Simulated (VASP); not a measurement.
# ZnO (P6_3mc) in VASP: further runs, part 2 of 2

VASP 6.6.1.

## Step 4: Relaxation of cell and atoms, PBE+D3(BJ)

This run uses another cell than the first one, of 11.90 Å³/atom.

The input, INCAR:

```
ALGO     = Normal         # electronic algorithm
EDIFF    = 1E-7           # SCF threshold, eV
EDIFFG   = -0.005         # ionic threshold
ENCUT    = 600            # plane-wave cutoff, eV
GGA      = PE             # functional
IBRION   = 2              # ionic algorithm
ISIF     = 3              # what is computed and relaxed
ISMEAR   = 0              # smearing method
IVDW     = 12             # dispersion correction
LASPH    = True           # aspherical terms in the spheres
LCHARG   = False          # write CHGCAR
LREAL    = False          # projectors in reciprocal space
LWAVE    = False          # write WAVECAR
NELM     = 80             # most SCF steps
NSW      = 100            # ionic steps
PREC     = Accurate       # precision mode
SIGMA    = 0.02           # smearing width, eV
```

The input, KPOINTS:

```
k-points
0
Gamma
  12 12 6
```

The input, POSCAR:

```
ZnO
1.0
    3.2493987239      0.0000000000      0.0000000000
   -1.6246993619      2.8140618419      0.0000000000
    0.0000000000      0.0000000000      5.2038000000
Zn O
2 2
Direct
    0.3333333333      0.6666666667      0.0000000000
    0.6666666667      0.3333333333      0.5000000000
    0.3333333333      0.6666666667      0.3821000000
    0.6666666667      0.3333333333      0.8821000000
```

Potentials or basis: VASP PAW PBE potentials, release 64 (Zn, O).

Started as:

```console
> cat potpaw_PBE.64/Zn/POTCAR potpaw_PBE.64/O/POTCAR > POTCAR
> mpirun -np 1 vasp_std > vasp.out
```

OUTCAR:

```text
EDIFF = 1E-7
   EDIFFG = -0.005
   ENCUT = 600
   GGA = PE
   IBRION = 2
   ISIF = 3
   ISMEAR = 0
   IVDW = 12
   LASPH = True
   LREAL = False
   NELM = 80
   NSW = 100
   PREC = Accurate
 IVDW          = 12

 ion  position               nearest neighbor table
   1  0.333  0.667  0.000-   4 1.97   4 1.97   4 1.97   3 1.99
   2  0.667  0.333  0.500-   3 1.97   3 1.97   3 1.97   4 1.99
   3  0.333  0.667  0.382-   2 1.97   2 1.97   2 1.97   1 1.99
   4  0.667  0.333  0.882-   1 1.97   1 1.97   1 1.97   2 1.99

  LATTYP: Found a hexagonal cell.
 ALAT       =     3.2493987239
 C/A-ratio  =     1.6014655148

  Lattice vectors:

 A1 = (   3.2493987239,   0.0000000000,   0.0000000000)
 A2 = (  -1.6246993619,   2.8140618419,   0.0000000000)
 A3 = (   0.0000000000,   0.0000000000,   5.2038000000)

Analysis of symmetry for initial positions (statically):
=====================================================================
 Subroutine PRICEL returns:
 Original cell was already a primitive cell.

 Routine SETGRP: Setting up the symmetry group for a
 hexagonal supercell.

 Subroutine GETGRP returns: Found 12 space group operations
 (whereof  6 operations were pure point group operations)
 out of a pool of 24 trial point group operations.

The static configuration has the point symmetry C_3v.
 The point group associated with its full space group is C_6v.

Analysis of symmetry for dynamics (positions and initial velocities):
=====================================================================
 Subroutine PRICEL returns:
 Original cell was already a primitive cell.

 Routine SETGRP: Setting up the symmetry group for a
 hexagonal supercell.

 Subroutine GETGRP returns: Found 12 space group operations
 (whereof  6 operations were pure point group operations)
 out of a pool of 24 trial point group operations.

The dynamic configuration has the point symmetry C_3v.
 The point group associated with its full space group is C_6v.

 Subroutine INISYM returns: Found 12 space group operations
 (whereof  6 operations are pure point group operations),
 and found     1 'primitive' translations

[... 118 lines left out ...]
     AMIX_MAG =   1.60;   BMIX_MAG =  1.00
  volume/ion in A,a.u.               =      11.90        80.28
  Fermi-wavevector in a.u.,A,eV,Ry     =   1.491729  2.818959 30.276436  2.225255
  Thomas-Fermi vector in A             =   2.604347
   LORBIT       =      0    0 simple, 1 ext, 2 COOP (PROOUT), +10 PAW based schemes
   GGA     = PE    functional components
   LHFCALC =     F    Hartree Fock is set to
   AEXX    =    0.0000 exact exchange contribution
   IVDW    =    12    specifies the selected vdW correction
   LEPSILON=     F    determine dielectric tensor
   LRPA    =     F    only Hartree local field effects (RPA)
 conjugate gradient relaxation of ions
 non-spin polarized calculation
 Gauss-broadening in eV      SIGMA  =   0.02
  energy-cutoff  :      600.00
  volume of cell :       47.58
 maximum number of plane-waves:      1617
 NGX is ok and might be reduce to    28
   NGX = 13   NGY = 13   NGZ = 21

--------------------------------------- Ionic step        1  -------------------------------------------

 number of electron      36.0000006 magnetization

 Free energy of the ion-electron system (eV)
  ---------------------------------------------------
  ext. energy  EPLUGINS =         0.00000000
  ---------------------------------------------------
  free energy    TOTEN  =       -17.82647925 eV

  energy without entropy =      -17.82647925  energy(sigma->0) =      -17.82647925

------------------------ aborting loop because EDIFF is reached ----------------------------------------

 Edisp (eV)   -0.89708

 E8    (eV) :    -0.3384
[... 111 lines left out ...]
  FREE ENERGIE OF THE ION-ELECTRON SYSTEM (eV)
  ---------------------------------------------------
  free  energy   TOTEN  =       -18.7314550739 eV

  energy  without entropy=      -18.7314550739  energy(sigma->0) =      -18.73145507

[... ionic steps 4 to 7 ...]

--------------------------------------- Ionic step        8  -------------------------------------------

 number of electron      36.0000009 magnetization

------------------------ aborting loop because EDIFF is reached ----------------------------------------
[... 79 lines left out ...]
--------------------------------------- Ionic step       10  -------------------------------------------

 number of electron      36.0000009 magnetization

 Free energy of the ion-electron system (eV)
  ---------------------------------------------------
  ext. energy  EPLUGINS =         0.00000000
  ---------------------------------------------------
  free energy    TOTEN  =       -17.85255515 eV

  energy without entropy =      -17.85255515  energy(sigma->0) =      -17.85255515

 E-fermi :   1.1972     XC(G=0): -10.8103

 val. band max:        1.0351564420   @ k =   0.0000   0.0000   0.0000
 cond. band min:       1.7868513544   @ k =   0.0000   0.0000   0.0000
 fundamental gap:      0.7516949124
 Fermi energy:         1.1972055915

 k-point     1 :       0.0000    0.0000    0.0000
  band No.  band energies     occupation
      1     -16.9084      2.00000
      2     -16.2184      2.00000
      3      -4.5736      2.00000
      4      -4.5736      2.00000
      5      -4.5352      2.00000
      6      -4.4702      2.00000
[... 589 lines left out ...]
     21       9.2814      0.00000
     22       9.8320      0.00000

 [... further k-points ...]

------------------------ aborting loop because EDIFF is reached ----------------------------------------

 Edisp (eV)   -0.87963

 E8    (eV) :    -0.3320
[... 27 lines left out ...]
  FREE ENERGIE OF THE ION-ELECTRON SYSTEM (eV)
  ---------------------------------------------------
  free  energy   TOTEN  =       -18.7321810000 eV

  energy  without entropy=      -18.7321810000  energy(sigma->0) =      -18.73218100

 reached required accuracy - stopping structural energy minimisation
```

Wall time 8.9 min (1 thread of Intel Xeon Platinum 8259CL at 2.50GHz (Skylake/Cascade Lake), shared host); peak memory 0.25 GiB.

Results:

```
Free energy                           : -18.7322 eV
Relaxed volume                        : 12.13 Å³/atom
Relaxed cell                          : a = 3.261 Å, b = 3.261 Å, c = 5.267 Å, α = 90.00°, β = 90.00°, γ = 120.00°
Space group after relaxing (to 0.1 Å) : P6_3mc (No. 186)
Energy gained by relaxing             : 2.2 meV/atom
Ionic steps                           : 10
Pressure after relaxing               : 0.0 GPa
Band gap on the k mesh                : 0.75 eV
Dispersion energy per atom            : -0.220 eV
```

Step by step:
```csv
step,energy change (eV),largest force (eV/Å),pressure (GPa),volume (Å³)
1,0.0000,0.0340,2.76,47.58
2,-0.0058,0.0233,-1.38,49.01
3,-0.0079,0.0267,-0.04,48.51
4,-0.0079,0.0269,0.02,48.50
5,-0.0081,0.0241,0.08,48.50
6,-0.0085,0.0155,0.03,48.50
7,-0.0082,0.0036,0.06,48.49
8,-0.0086,0.0098,0.05,48.49
9,-0.0086,0.0116,-0.09,48.54
10,-0.0086,0.0005,0.00,48.52
```

Final structure:
```xyz
4
Lattice="3.2613 0.0000 0.0000 -1.6307 2.8244 0.0000 0.0000 0.0000 5.2670" Properties=species:S:1:pos:R:3 pbc="T T T"
Zn    0.0000    1.8829    0.0085
Zn    1.6307    0.9415    2.6420
O     0.0000    1.8829    2.0040
O     1.6307    0.9415    4.6375
```

Levels at points of the mesh, in eV from the valence-band top:
| k point | band 16 | band 17 | band 18 | band 19 | band 20 | band 21 |
| --- | --- | --- | --- | --- | --- | --- |
| (0.00, 0.00, 0.00) | -0.08 | 0.00 | 0.00 | 0.75 | 5.16 | 8.12 |
| (0.50, 0.00, 0.00) | -2.20 | -1.26 | -0.81 | 5.69 | 6.84 | 7.54 |
| (0.00, 0.00, 0.50) | -0.38 | -0.38 | -0.38 | 3.40 | 3.40 | 9.98 |
| (0.50, 0.00, 0.50) | -1.46 | -1.35 | -1.35 | 5.67 | 5.67 | 8.32 |

Zero-point motion and thermal expansion aren't in these numbers.

## Step 5: The runs side by side

| task | potentials or basis | cell | k mesh | cutoff (eV) | smearing | gap on the mesh (eV) | pressure (GPa) |
| --- | --- | --- | --- | --- | --- | --- | --- |
| single point | VASP PAW PBE potentials, release 64 (Zn, O_h) | a = 3.255, b = 3.255, c = 5.256 Å, angles 90.0, 90.0, 120.0°, 4 atoms, atomic positions A | 12 × 12 × 6 | 910 | gaussian 0.02 eV | 0.76 | 0.7 |
| single point | VASP PAW PBE potentials, release 64 (Zn, O) | a = 3.249, b = 3.249, c = 5.204 Å, angles 90.0, 90.0, 120.0°, 4 atoms, atomic positions B | 6 × 6 × 4 | 600 | gaussian 0.1 eV | 0.79 | 2.8 |
| relaxation of cell and atoms | VASP PAW PBE potentials, release 64 (Zn, O) | relaxed from a = 3.249, b = 3.249, c = 5.204 Å, angles 90.0, 90.0, 120.0°, 4 atoms, atomic positions B | 12 × 12 × 6 | 600 | gaussian 0.02 eV | 0.75 | 0.0 |

Alike in all rows: level PBE+D3(BJ); no spin polarisation.

Caveats: the cutoff is under 1.25 times the usual one of these potentials, so pressure, stress and relaxed cells hold a basis-set (Pulay) error (at least some runs).

Total energies depend on the potentials used, so only differences within one code and one set of settings carry meaning.

## Step 6: How close it comes

Step 2. Against the measured gap of ZnO, 3.37 eV (quoted in “Electronic structure of alkaline earth and post-transition metal oxides”, 2009, arxiv:0908.1581), the calculated 0.76 eV is off by -2.61 eV. So large a miss can be the level of theory's own, or it may mean another phase, state or a wrong row. The value is that of PBE+D3(BJ), without temperature or zero-point motion. Semilocal functionals fall short of measured gaps as a rule.
